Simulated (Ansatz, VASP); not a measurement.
## Two plane-wave programs on Ni

INCAR

```
  PREC = Accurate
  ENCUT = 520
  EDIFF = 1E-6
  ISMEAR = 0
  SIGMA = 0.15
  LREAL = F
  LASPH = T
  NELM = 150
  ALGO = Fast
  ISIF = 2
  LWAVE = F
  LCHARG = F
  ISPIN = 2
  MAGMOM = 0.5
  LORBIT = 11
  LMAXMIX = 4
  GGA = PS
  NBANDS = 15
```

File KPOINTS:

```
regular mesh
0
Gamma
  26 26 26
```

Contents of POSCAR:

```
Ni
1.0
   -1.3837154700      1.3837154700      1.3837154700
    1.3837154700     -1.3837154700      1.3837154700
    1.3837154700      1.3837154700     -1.3837154700
Ni
1
Direct
    0.0000000000      0.0000000000      0.0000000000
```

Input for Ansatz:

```yaml
crystal:
  lattice:
    - [-1.38371547, 1.38371547, 1.38371547]
    - [1.38371547, -1.38371547, 1.38371547]
    - [1.38371547, 1.38371547, -1.38371547]
  atoms:
    - { symbol: Ni, position: [0.0, 0.0, 0.0], spin: 0.5 }
basis:
  ecutwfc: 420
kpoints:
  mp_grid: { grid: [26, 26, 26] }
hamiltonian:
  xc: pbesol
scf:
  occupations: { method: gaussian, width: 0.15 }
output:
  forces: true
  stress: true
  eigenvalues: true
  populations: true
magnetization:
  spin_polarized: true
```

Alike in both runs: task single point; functional PBEsol; k mesh 26 × 26 × 26; occupations gaussian, width 0.15 eV; collinear spin.

|  | VASP | Ansatz |
| --- | --- | --- |
| version | VASP 6.6.1 | Ansatz 0.2.0 |
| potentials or method | VASP PAW PBE potentials, release 64 (Ni), cutoff 520 eV | scalar-relativistic, plane waves, PAW |
| valence electrons in the cell | 10 | 18 |

```csv
,VASP,Ansatz,Ansatz less VASP
gap on the k mesh at the Fermi level (eV),none,none,-
pressure (GPa),-2.8,-2.7,+0.18
net moment per atom (μB),0.53,0.54,+0.008
size of the moment on the site where the two differ most (μB),0.54,0.57,+0.030
```

VASP's potentials were made for PBE, not for PBEsol. Site moments also hang on the region over which each program counts them. A gap of «none» marks a metal or a gap that the smearing closes. With one functional, cell and mesh, what is left measures potentials, basis and numerics. VASP's potentials hold 10 valence electrons a cell and Ansatz's 18, so a difference there can come from the potentials and not from the codes.
